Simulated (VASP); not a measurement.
# CaGe2P2 (P4/nmm) in VASP: single point with PBE

Aim: the single point of CaGe2P2 with PBE.

Program: VASP 6.6.1. These are calculated values, not measurements. Logs are shortened: lines on timing, memory, paths and dates and some standing lists are left out, and cuts for length are marked.

**1. The cell of the first run**

It takes space group P4/nmm (No. 129, tetragonal). Conventional cell: a = 4.261 Å, b = 4.261 Å, c = 10.516 Å, α = 90.00°, β = 90.00°, γ = 90.00°. Within 3.4 Å of Ge (site symmetry 4mm) lie 5 P at 2.54 to 2.73 Å and 4 Ca at 3.25 Å. Within 3.2 Å of Ge (site symmetry -4m2) lie 4 P at 2.41 Å and 4 Ge at 3.01 Å. Within 4.3 Å of Ca (site symmetry 4mm) lie 9 Ge at 3.25 to 4.01 Å and 9 P at 3.37 to 3.78 Å and 4 Ca at 4.26 Å. Within 3.2 Å of P (site symmetry 4mm) lie 5 Ge at 2.41 to 2.73 Å. P (site symmetry -4m2) has 4 Ge at 2.54 Å and 4 P at 3.01 Å and 4 Ca at 3.38 Å within 3.4 Å.

**2. Single point, PBE**

INCAR

```
ALGO     = Normal         # electronic algorithm
EDIFF    = 1E-7           # SCF threshold, eV
ENCUT    = 520            # plane-wave cutoff, eV
GGA      = PE             # functional
ISIF     = 2              # what is computed and relaxed
ISMEAR   = 1              # smearing method
LASPH    = T              # aspherical terms in the spheres
LCHARG   = F              # write CHGCAR
LREAL    = F              # projectors in reciprocal space
LWAVE    = F              # write WAVECAR
NBANDS   = 59             # bands
NELM     = 60             # most SCF steps
PREC     = Accurate       # precision mode
SIGMA    = 0.0753         # smearing width, eV
```

KPOINTS

```
k-points
0
Gamma
  6 6 3
```

POSCAR

```
CaGe2P2
1.0
    4.2614890000      0.0000000000      0.0000000000
    0.0000000000      4.2614890000      0.0000000000
    0.0000000000      0.0000000000     10.5159130000
Ge Ca P
4 2 4
Direct
    0.2500000000      0.2500000000      0.3680000000
    0.7500000000      0.7500000000      0.6320000000
    0.7500000000      0.2500000000      0.0000000000
    0.2500000000      0.7500000000      0.0000000000
    0.2500000000      0.2500000000      0.7490000000
    0.7500000000      0.7500000000      0.2510000000
    0.2500000000      0.2500000000      0.1080000000
    0.7500000000      0.7500000000      0.8920000000
    0.7500000000      0.2500000000      0.5000000000
    0.2500000000      0.7500000000      0.5000000000
```

Potentials or basis: VASP PAW PBE potentials, release 64 (Ge_d, Ca_sv, P).

The run is started by

```sh
$ cat potpaw_PBE.64/Ge_d/POTCAR potpaw_PBE.64/Ca_sv/POTCAR potpaw_PBE.64/P/POTCAR > POTCAR
$ mpirun -np 1 vasp_std > vasp.out
```

OUTCAR:

```text
EDIFF = 1E-7
   ENCUT = 520
   GGA = PE
   ISIF = 2
   ISMEAR = 1
   LASPH = T
   LREAL = F
   NELM = 60
   PREC = Accurate

 ion  position               nearest neighbor table
   1  0.250  0.250  0.368-   9 2.54  10 2.54  10 2.54   9 2.54   7 2.73
   2  0.750  0.750  0.632-   9 2.54  10 2.54   9 2.54  10 2.54   8 2.73
   3  0.750  0.250  0.000-   7 2.41   8 2.41   8 2.41   7 2.41
   4  0.250  0.750  0.000-   7 2.41   8 2.41   7 2.41   8 2.41
   5  0.250  0.250  0.749-
   6  0.750  0.750  0.251-
   7  0.250  0.250  0.108-   3 2.41   4 2.41   4 2.41   3 2.41   1 2.73
   8  0.750  0.750  0.892-   3 2.41   4 2.41   3 2.41   4 2.41   2 2.73
   9  0.750  0.250  0.500-   1 2.54   2 2.54   2 2.54   1 2.54
  10  0.250  0.750  0.500-   1 2.54   2 2.54   1 2.54   2 2.54

  LATTYP: Found a simple tetragonal cell.
 ALAT       =     4.2614890000
 C/A-ratio  =     2.4676616554

  Lattice vectors:

 A1 = (   4.2614890000,   0.0000000000,   0.0000000000)
 A2 = (   0.0000000000,   4.2614890000,   0.0000000000)
 A3 = (   0.0000000000,   0.0000000000,  10.5159130000)

Analysis of symmetry for initial positions (statically):
=====================================================================
 Subroutine PRICEL returns:
 Original cell was already a primitive cell.

 Routine SETGRP: Setting up the symmetry group for a
 simple tetragonal supercell.

 Subroutine GETGRP returns: Found 16 space group operations
 (whereof  4 operations were pure point group operations)
 out of a pool of 16 trial point group operations.

The static configuration has the point symmetry C_2h.
 The point group associated with its full space group is D_4h.

Analysis of symmetry for dynamics (positions and initial velocities):
=====================================================================
 Subroutine PRICEL returns:
 Original cell was already a primitive cell.

 Routine SETGRP: Setting up the symmetry group for a
 simple tetragonal supercell.

 Subroutine GETGRP returns: Found 16 space group operations
 (whereof  4 operations were pure point group operations)
 out of a pool of 16 trial point group operations.

The dynamic configuration has the point symmetry C_2h.
 The point group associated with its full space group is D_4h.

 Subroutine INISYM returns: Found 16 space group operations
[... 113 lines left out ...]
   NFREE  =      0    steps in history (QN), initial steepest desc. (CG)
   ISIF   =      2    stress and relaxation
   ISYM   =      2    0-nonsym 1-usesym 2-fastsym
   POTIM  = 0.5000    time-step for ionic-motion
   TEBEG  =    0.0;   TEEND  =   0.0 temperature during run
   PSTRESS=    0.0 pullay stress
   NELECT =      96.0000    total number of electrons
   NUPDOWN=      -1.0000    fix difference up-down
   EMIN   =  10.00;   EMAX   =-10.00  energy-range for DOS
   EFERMI =   0.00;   METHOD = LEGACY
   ISMEAR =     1;   SIGMA  =   0.08  broadening in eV -4-tet -1-fermi 0-gaus
   EFERMI_NEDOS =   21; number of points for ismear=-14 and -15
   IALGO  =     38    algorithm
   IMIX   =      4    mixing-type and parameters
     AMIX     =   0.40;   BMIX     =  1.00
     AMIX_MAG =   1.60;   BMIX_MAG =  1.00
  volume/ion in A,a.u.               =      19.10       128.87
  Fermi-wavevector in a.u.,A,eV,Ry     =   1.301693  2.459844 23.053785  1.694405
  Thomas-Fermi vector in A             =   2.432810
   LORBIT       =      0    0 simple, 1 ext, 2 COOP (PROOUT), +10 PAW based schemes
   GGA     = PE    functional components
   LHFCALC =     F    Hartree Fock is set to
   AEXX    =    0.0000 exact exchange contribution
   IVDW    =     0    specifies the selected vdW correction
   LEPSILON=     F    determine dielectric tensor
   LRPA    =     F    only Hartree local field effects (RPA)
 non-spin polarized calculation
 Methfessel and Paxton  Order N= 1 SIGMA  =   0.08
  energy-cutoff  :      520.00
  volume of cell :      190.97
 maximum number of plane-waves:      5208
 NGX is ok and might be reduce to    32
   NGX = 15   NGY = 15   NGZ = 39

 number of electron      95.9999975 magnetization

 Free energy of the ion-electron system (eV)
  ---------------------------------------------------
  ext. energy  EPLUGINS =         0.00000000
  ---------------------------------------------------
  free energy    TOTEN  =       -42.53488146 eV

  energy without entropy =      -42.53070192  energy(sigma->0) =      -42.53348828

 E-fermi :   7.1360     XC(G=0): -10.5234

 val. band max:        7.1266920826   @ k =   0.5000   0.1667   0.0000
 cond. band min:       7.1454857066   @ k =   0.3333   0.1667   0.3333
 fundamental gap:      0.0187936240
 Fermi energy:         7.1359761756

 k-point     1 :       0.0000    0.0000    0.0000
  band No.  band energies     occupation
      1     -34.9620      2.00000
      2     -34.9619      2.00000
      3     -18.0315      2.00000
      4     -18.0232      2.00000
      5     -17.9455      2.00000
      6     -17.9455      2.00000
[... 1229 lines left out ...]
     58      10.5152      0.00000
     59      10.6273      0.00000

------------------------ aborting loop because EDIFF is reached ----------------------------------------

  FORCE on cell =-STRESS in cart. coord.  units (eV):
  Direction    XX          YY          ZZ          XY          YZ          ZX
  --------------------------------------------------------------------------------------
  -------------------------------------------------------------------------------------
  Total       14.4606960     14.4606960      4.2432006     -0.0000000      0.0000000      0.0000000
  in kB      121.3193433    121.3193433     35.5987232     -0.0000000      0.0000000      0.0000000
  external PRESSURE =      92.7458032 kB  Pullay stress =       0.0000000 kB

 VOLUME and BASIS-vectors are now :
 -----------------------------------------------------------------------------
  energy-cutoff  :      520.00
  volume of cell :      190.97
      direct lattice vectors                 reciprocal lattice vectors
     4.261489000  0.000000000  0.000000000     0.234659763  0.000000000  0.000000000
     0.000000000  4.261489000  0.000000000     0.000000000  0.234659763  0.000000000
     0.000000000  0.000000000 10.515913000     0.000000000  0.000000000  0.095093978

 POSITION                                       TOTAL-FORCE (eV/Angst)
 -----------------------------------------------------------------------------------
      1.06537      1.06537      3.86986        -0.000000      0.000000      0.765562
      3.19612      3.19612      6.64606        -0.000000      0.000000     -0.765562
      3.19612      1.06537      0.00000        -0.000000      0.000000     -0.000000
      1.06537      3.19612      0.00000         0.000000     -0.000000      0.000000
      1.06537      1.06537      7.87642        -0.000000      0.000000     -0.297925
      3.19612      3.19612      2.63949        -0.000000      0.000000      0.297925
      1.06537      1.06537      1.13572         0.000000      0.000000      0.494966
      3.19612      3.19612      9.38019        -0.000000      0.000000     -0.494966
      3.19612      1.06537      5.25796         0.000000      0.000000      0.000000
      1.06537      3.19612      5.25796        -0.000000      0.000000     -0.000000
 -----------------------------------------------------------------------------------
    total drift:                                0.000000     -0.000000     -0.000000

  FREE ENERGIE OF THE ION-ELECTRON SYSTEM (eV)
  ---------------------------------------------------
  free  energy   TOTEN  =       -42.5348814603 eV

  energy  without entropy=      -42.5307019192  energy(sigma->0) =      -42.53348828
```

It took 5 min on 1 thread of AMD EPYC 7R43 (Zen 3), shared host; peak memory 0.32 GiB.

Results:

- Free energy: -42.5349 eV
- Pressure: 9.3 GPa
- Largest force: 0.766 eV/Å
- Band gap on the k mesh: zero (band 48 reaches 7.94 eV, above the bottom of band 49 at 6.22 eV)

Forces in eV/Å, atoms in the order of the input:
```
Ge   0.000  0.000  0.766
Ge   0.000  0.000 -0.766
Ge   0.000  0.000  0.000
Ge   0.000  0.000  0.000
Ca   0.000  0.000 -0.298
Ca   0.000  0.000  0.298
P    0.000  0.000  0.495
P    0.000  0.000 -0.495
P    0.000  0.000  0.000
P    0.000  0.000  0.000
```
